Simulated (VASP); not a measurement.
# Al (P6_3/mmc) in VASP: notebook

The runs below take Al through single point, with PBEsol.

Program: VASP 6.6.1. These are calculated values, not measurements. Logs are shortened: lines on timing, memory, paths and dates and some standing lists are left out, and cuts for length are marked.

## 1. The cell of the first run

It takes space group P6_3/mmc (No. 194, hexagonal). Conventional cell: a = 2.779 Å, b = 2.779 Å, c = 4.753 Å, α = 90.00°, β = 90.00°, γ = 120.00°. Al (site symmetry -6m2) has 12 Al at 2.78 to 2.87 Å within 3.7 Å.

This isn't the form of Al at room conditions, which is fcc.

## 2. Single point, PBEsol (strain -0.025 along x and y, +0.025 along z)

Contents of INCAR:

```
ALGO = Fast
EDIFF = 1E-7
ENCUT = 520
GGA = PS
ISIF = 2
ISMEAR = 0
LASPH = True
LCHARG = False
LREAL = False
LWAVE = False
NBANDS = 10
NELM = 80
PREC = Accurate
SIGMA = 0.15
```

Contents of KPOINTS:

```
k-points
0
Gamma
  24 24 14
```

Contents of POSCAR:

```
Al
1.0
    2.7788184262      0.0000000000      0.0000000000
   -1.3894092131      2.4065273496      0.0000000000
    0.0000000000      0.0000000000      4.7532491867
Al
2
Direct
    0.6666666667      0.3333333333      0.7500000000
    0.3333333333      0.6666666667      0.2500000000
```

Potentials or basis: VASP PAW PBE potentials, release 64 (Al).

The run is started by

```bash
cat potpaw_PBE.64/Al/POTCAR > POTCAR
mpirun -np 1 vasp_std > vasp.out
```

OUTCAR:

```text
EDIFF = 1E-7
   ENCUT = 520
   GGA = PS
   ISIF = 2
   ISMEAR = 0
   LASPH = True
   LREAL = False
   NELM = 80
   PREC = Accurate

 ion  position               nearest neighbor table
   1  0.667  0.333  0.750-   2 2.87   2 2.87   2 2.87   2 2.87   2 2.87   2 2.87
   2  0.333  0.667  0.250-   1 2.87   1 2.87   1 2.87   1 2.87   1 2.87   1 2.87

  LATTYP: Found a hexagonal cell.
 ALAT       =     2.7788184262
 C/A-ratio  =     1.7105288859

  Lattice vectors:

 A1 = (   2.7788184262,   0.0000000000,   0.0000000000)
 A2 = (  -1.3894092131,   2.4065273496,   0.0000000000)
 A3 = (   0.0000000000,   0.0000000000,   4.7532491867)

Analysis of symmetry for initial positions (statically):
=====================================================================
 Subroutine PRICEL returns:
 Original cell was already a primitive cell.

 Routine SETGRP: Setting up the symmetry group for a
 hexagonal supercell.

 Subroutine GETGRP returns: Found 24 space group operations
 (whereof 12 operations were pure point group operations)
 out of a pool of 24 trial point group operations.

The static configuration has the point symmetry D_3d.
 The point group associated with its full space group is D_6h.

Analysis of symmetry for dynamics (positions and initial velocities):
=====================================================================
 Subroutine PRICEL returns:
 Original cell was already a primitive cell.

 Routine SETGRP: Setting up the symmetry group for a
 hexagonal supercell.

 Subroutine GETGRP returns: Found 24 space group operations
 (whereof 12 operations were pure point group operations)
 out of a pool of 24 trial point group operations.

The dynamic configuration has the point symmetry D_3d.
 The point group associated with its full space group is D_6h.

 Subroutine INISYM returns: Found 24 space group operations
 (whereof 12 operations are pure point group operations),
 and found     1 'primitive' translations

----------------------------------------------------------------------------------------

                                     Primitive cell

  volume of cell :      31.7864

  direct lattice vectors                    reciprocal lattice vectors
     2.778818426  0.000000000  0.000000000     0.359865182  0.207768260  0.000000000
    -1.389409213  2.406527350  0.000000000     0.000000000  0.415536520  0.000000000
     0.000000000  0.000000000  4.753249187     0.000000000  0.000000000  0.210382406

  length of vectors
     2.778818426  2.778818426  4.753249187     0.415536520  0.415536520  0.210382406

  position of ions in fractional coordinates (direct lattice)
     0.666666667  0.333333333  0.750000000
     0.333333333  0.666666667  0.250000000

  ion indices of the primitive-cell ions
   primitive index   ion index
                 1           1
                 2           2

----------------------------------------------------------------------------------------

 KPOINTS: k-points

Automatic generation of k-mesh.
 Grid dimensions read from file:
 generate k-points for:   24   24   14

 Generating k-lattice:

  Cartesian coordinates                     Fractional coordinates (reciprocal lattice)
     0.014994383  0.008657011  0.000000000     0.041666667  0.000000000  0.000000000
     0.000000000  0.017314022  0.000000000     0.000000000  0.041666667  0.000000000
     0.000000000  0.000000000  0.015027315     0.000000000  0.000000000  0.071428571

  Length of vectors
     0.017314022  0.017314022  0.015027315

  Shift w.r.t. Gamma in fractional coordinates (k-lattice)
     0.000000000  0.000000000  0.000000000

 Subroutine IBZKPT returns following result:
 ===========================================

 Found    488 irreducible k-points:

 Following reciprocal coordinates:
            Coordinates               Weight
  0.000000  0.000000  0.000000      1.000000
  0.041667  0.000000  0.000000      6.000000
  0.083333  0.000000  0.000000      6.000000
  0.125000 -0.000000  0.000000      6.000000
  0.166667  0.000000  0.000000      6.000000
  0.208333 -0.000000  0.000000      6.000000
[... 16 lines left out ...]
  0.416667  0.041667  0.000000     12.000000
  0.458333  0.041667  0.000000     12.000000
 [... further k-points ...]
   k-points           NKPTS =    488   k-points in BZ     NKDIM =    488   number of bands    NBANDS=     10
   number of dos      NEDOS =    301   number of ions     NIONS =      2
   total plane-waves  NPLWV =  20736
   dimension x,y,z NGX =    24 NGY =   24 NGZ =   36
   dimension x,y,z NGXF=    48 NGYF=   48 NGZF=   72
   ions per type =               2
   NGX,Y,Z   is equivalent  to a cutoff of  14.36, 14.36, 12.59 a.u.
   NGXF,Y,Z  is equivalent  to a cutoff of  28.72, 28.72, 25.18 a.u.
 SYSTEM =  unknown system
   PREC   = accura    normal or accurate (medium, high low for compatibility)
   ISTART =      0    job   : 0-new  1-cont  2-samecut
   ICHARG =      2    charge: 1-file 2-atom 10-const
   ISPIN  =      1    spin polarized calculation?
   LNONCOLLINEAR =      F non collinear calculations
   LSORBIT =      F    spin-orbit coupling
   LASPH  =      T    aspherical Exc in radial PAW
   ENCUT  =  520.0 eV  38.22 Ry    6.18 a.u.   5.17  5.17  8.84*2*pi/ulx,y,z
   NELM   =     80;   NELMIN=  2; NELMDL= -5     # of ELM steps
   EDIFF  = 0.1E-06   stopping-criterion for ELM
   LREAL  =      F    real-space projection
   EDIFFG = 0.1E-05   stopping-criterion for IOM
   NSW    =      0    number of steps for IOM
   IBRION =     -1    ionic relax: 0-MD 1-quasi-New 2-CG
   NFREE  =      0    steps in history (QN), initial steepest desc. (CG)
   ISIF   =      2    stress and relaxation
   ISYM   =      2    0-nonsym 1-usesym 2-fastsym
   POTIM  = 0.5000    time-step for ionic-motion
   TEBEG  =    0.0;   TEEND  =   0.0 temperature during run
   PSTRESS=    0.0 pullay stress
   NELECT =       6.0000    total number of electrons
   NUPDOWN=      -1.0000    fix difference up-down
   EMIN   =  10.00;   EMAX   =-10.00  energy-range for DOS
   EFERMI =   0.00;   METHOD = LEGACY
   ISMEAR =     0;   SIGMA  =   0.15  broadening in eV -4-tet -1-fermi 0-gaus
   EFERMI_NEDOS =   21; number of points for ismear=-14 and -15
   IALGO  =     68    algorithm
   IMIX   =      4    mixing-type and parameters
     AMIX     =   0.40;   BMIX     =  1.00
     AMIX_MAG =   1.60;   BMIX_MAG =  1.00
  volume/ion in A,a.u.               =      15.89       107.25
  Fermi-wavevector in a.u.,A,eV,Ry     =   0.939099  1.774640 11.999073  0.881907
  Thomas-Fermi vector in A             =   2.066377
   LORBIT       =      0    0 simple, 1 ext, 2 COOP (PROOUT), +10 PAW based schemes
   GGA     = PS    functional components
   LHFCALC =     F    Hartree Fock is set to
   AEXX    =    0.0000 exact exchange contribution
   IVDW    =     0    specifies the selected vdW correction
   LEPSILON=     F    determine dielectric tensor
   LRPA    =     F    only Hartree local field effects (RPA)
 non-spin polarized calculation
 RMM-DIIS sequential band-by-band and
 Gauss-broadening in eV      SIGMA  =   0.15
  energy-cutoff  :      520.00
  volume of cell :       31.79
 maximum number of plane-waves:       872
 NGX is ok and might be reduce to    24
   NGX = 11   NGY = 11   NGZ = 17

 number of electron       6.0000000 magnetization

 Free energy of the ion-electron system (eV)
  ---------------------------------------------------
  ext. energy  EPLUGINS =         0.00000000
  ---------------------------------------------------
  free energy    TOTEN  =        -8.11132706 eV

  energy without entropy =       -8.10279252  energy(sigma->0) =       -8.10705979

 E-fermi :   8.3261     XC(G=0): -10.3943

 val. band max:        8.3075329959   @ k =   0.2917   0.1250   0.3571
 cond. band min:       8.3409332421   @ k =   0.3333   0.0000   0.2857
 fundamental gap:      0.0334002462
 Fermi energy:         8.3261238731

 k-point     1 :       0.0000    0.0000    0.0000
  band No.  band energies     occupation
      1      -3.0496      2.00000
      2       3.3441      2.00000
      3       3.3611      2.00000
      4      19.9089      0.00000
      5      19.9907      0.00000
      6      19.9907      0.00000
      7      20.1152      0.00000
      8      20.1152      0.00000
      9      21.6095      0.00000
     10      23.3824      0.00000

 k-point     2 :       0.0417    0.0000    0.0000
  band No.  band energies     occupation
      1      -3.0053      2.00000
      2       3.3874      2.00000
      3       3.4023      2.00000
      4      18.6853      0.00000
      5      19.1933      0.00000
      6      19.7974      0.00000
      7      20.7665      0.00000
      8      20.9796      0.00000
      9      21.6331      0.00000
     10      24.0895      0.00000

 k-point     3 :       0.0833    0.0000    0.0000
  band No.  band energies     occupation
      1      -2.8723      2.00000
      2       3.5171      2.00000
      3       3.5259      2.00000
      4      17.0990      0.00000
      5      18.4099      0.00000
      6      19.3999      0.00000
      7      20.8500      0.00000
      8      21.6751      0.00000
      9      21.9395      0.00000
     10      22.9560      0.00000

 k-point     4 :       0.1250   -0.0000    0.0000
  band No.  band energies     occupation
      1      -2.6510      2.00000
      2       3.7319      2.00000
      3       3.7323      2.00000
      4      15.4707      0.00000
      5      17.7005      0.00000
      6      18.8017      0.00000
      7      20.4594      0.00000
      8      21.2184      0.00000
      9      22.1601      0.00000
     10      22.1899      0.00000
[... 222 lines left out ...]
 k-point    22 :       0.3750    0.0417    0.0000
  band No.  band energies     occupation
      1       0.9243      2.00000
      2       5.7913      2.00000
      3       7.1042      2.00000
      4       7.5320      2.00000
      5      12.0536      0.00000
      6      12.1353      0.00000
      7      14.2492      0.00000
      8      17.4115      0.00000
      9      19.6880      0.00000
     10      19.9100      0.00000

 k-point    23 :       0.4167    0.0417    0.0000
  band No.  band energies     occupation
      1       1.7800      2.00000
      2       4.7719      2.00000
      3       7.9131      1.99990
      4       8.1755      1.84444
      5      10.9975      0.00000
      6      11.0365      0.00000
      7      14.0500      0.00000
      8      17.2470      0.00000
      9      19.5593      0.00000
     10      19.7411      0.00000

 k-point    24 :       0.4583    0.0417    0.0000
  band No.  band energies     occupation
      1       2.7120      2.00000
      2       3.7165      2.00000
      3       8.7394      0.00010
      4       8.9398      0.00000
      5      10.0063      0.00000
      6      10.1214      0.00000
      7      13.9553      0.00000
      8      17.1646      0.00000
      9      19.4946      0.00000
     10      19.6566      0.00000

 [... further k-points ...]
[... 5 lines left out ...]
  --------------------------------------------------------------------------------------
  -------------------------------------------------------------------------------------
  Total        0.6875702      0.6875702      0.0890452      0.0000000     -0.0000000      0.0000000
  in kB       34.6566111     34.6566111      4.4882745      0.0000000     -0.0000000      0.0000000
  external PRESSURE =      24.6004989 kB  Pullay stress =       0.0000000 kB

 VOLUME and BASIS-vectors are now :
 -----------------------------------------------------------------------------
  energy-cutoff  :      520.00
  volume of cell :       31.79
      direct lattice vectors                 reciprocal lattice vectors
     2.778818426  0.000000000  0.000000000     0.359865182  0.207768260  0.000000000
    -1.389409213  2.406527350  0.000000000     0.000000000  0.415536520  0.000000000
     0.000000000  0.000000000  4.753249187     0.000000000  0.000000000  0.210382406

 POSITION                                       TOTAL-FORCE (eV/Angst)
 -----------------------------------------------------------------------------------
      1.38941      0.80218      3.56494         0.000000     -0.000000      0.000000
     -0.00000      1.60435      1.18831        -0.000000      0.000000      0.000000
 -----------------------------------------------------------------------------------
    total drift:                                0.000000     -0.000000     -0.000000

  FREE ENERGIE OF THE ION-ELECTRON SYSTEM (eV)
  ---------------------------------------------------
  free  energy   TOTEN  =        -8.1113270629 eV

  energy  without entropy=       -8.1027925209  energy(sigma->0) =       -8.10705979
```

It took 3.1 min on 1 thread of Intel Xeon 8259CL, shared host; peak memory 0.24 GiB.

Results:

- Free energy: -8.1113 eV
- Pressure: 2.5 GPa
- Band gap on the k mesh: zero (bands 3 and 4 overlap by 7.00 eV)

Levels at points of the mesh, in eV from the Fermi level:
```
           k point  band 1  band 2  band 3  band 4  band 5  band 6  band 7  band 8
(0.00, 0.00, 0.00)  -11.38   -4.98   -4.97   11.58   11.66   11.66   11.79   11.79
(0.50, 0.00, 0.00)   -5.18   -5.12    0.61    0.80    1.40    1.56    6.36    8.01
(0.00, 0.00, 0.50)   -9.75   -9.75    2.67    2.67   12.63   12.63   12.63   12.63
(0.50, 0.00, 0.50)   -3.95   -3.95   -3.14   -3.14    7.57    7.57    7.74    7.74
```

Caveat: the cell differs from its parent crystal (strain -0.025 along x and y, +0.025 along z); the PAW data sets were made with another functional, which shifts forces and pressure a little.

## 3. Single point, PBEsol (strain +0.025 along x and y, -0.050 along z)

INCAR: that of step 2 with these lines changed.

```diff
@@ -1,3 +1,3 @@
 ALGO = Fast
-EDIFF = 1E-7
+EDIFF = 1E-6
 ENCUT = 520
```

KPOINTS is that of step 2.

Contents of POSCAR:

```
Al
1.0
    2.9213219352      0.0000000000      0.0000000000
   -1.4606609676      2.5299390086      0.0000000000
    0.0000000000      0.0000000000      4.4054504657
Al
2
Direct
    0.6666666667      0.3333333333      0.7500000000
    0.3333333333      0.6666666667      0.2500000000
```

Potentials or basis: VASP PAW PBE potentials, release 64 (Al).

The run is started by

```bash
cat potpaw_PBE.64/Al/POTCAR > POTCAR
mpirun -np 1 vasp_std > vasp.out
```

Run time: 2.8 min. Hardware: 1 thread of Intel Xeon 8259CL, shared host; peak memory 0.25 GiB.

The run converged. Its results:

```yaml
Free_energy: -8.0839 eV
Pressure: 0.8 GPa
Band_gap_on_the_k_mesh: zero (bands 3 and 4 overlap by 8.68 eV)
```

Stress tensor (GPa, compression positive):
```
-1.28  0.00  0.00
 0.00 -1.28  0.00
 0.00  0.00  5.09
```

Levels at points of the mesh, in eV from the Fermi level:
| k point | band 1 | band 2 | band 3 | band 4 | band 5 | band 6 | band 7 |
| --- | --- | --- | --- | --- | --- | --- | --- |
| (0.00, 0.00, 0.00) | -11.23 | -4.16 | -3.40 | 9.37 | 9.37 | 10.03 | 10.03 |
| (0.50, 0.00, 0.00) | -5.73 | -5.41 | 0.70 | 1.67 | 1.94 | 2.34 | 4.70 |
| (0.00, 0.00, 0.50) | -9.33 | -9.33 | 5.03 | 5.03 | 10.85 | 10.85 | 10.85 |
| (0.50, 0.00, 0.50) | -4.08 | -4.08 | -3.36 | -3.36 | 6.33 | 6.33 | 7.52 |

Caveat: the cell differs from its parent crystal (strain +0.025 along x and y, -0.050 along z); the PAW data sets were made with another functional, which shifts forces and pressure a little.
